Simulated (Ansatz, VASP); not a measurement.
ScAl3: VASP beside Ansatz

```
Sc Al
1.0
     4.08781    0.00000    0.00000
     0.00000    4.08781    0.00000
     0.00000    0.00000    4.08781
Sc Al
1 3
Direct
  0.00000 0.00000 0.00000
  0.50000 0.00000 0.50000
  0.00000 0.50000 0.50000
  0.50000 0.50000 0.00000
```

Alike in both runs: task single point; functional RPBE; k mesh 5 × 5 × 5; occupations methfessel-paxton of order 1, width 0.15 eV; no spin polarisation.

```csv
,VASP,Ansatz
version,VASP 6.6.1,Ansatz 0.2.0
potentials or method,"VASP PAW PBE potentials, release 64 (Sc_sv, Al)","plane waves, norm-conserving potentials"
plane-wave cutoff (eV),520,1061
valence electrons in the cell,20,20
```

```csv
,VASP,Ansatz,Ansatz less VASP
pressure (GPa),3.1,3.1,+0.05
```

VASP's potentials were made for PBE, not for RPBE. Ansatz's warnings: stress scf threshold loose.
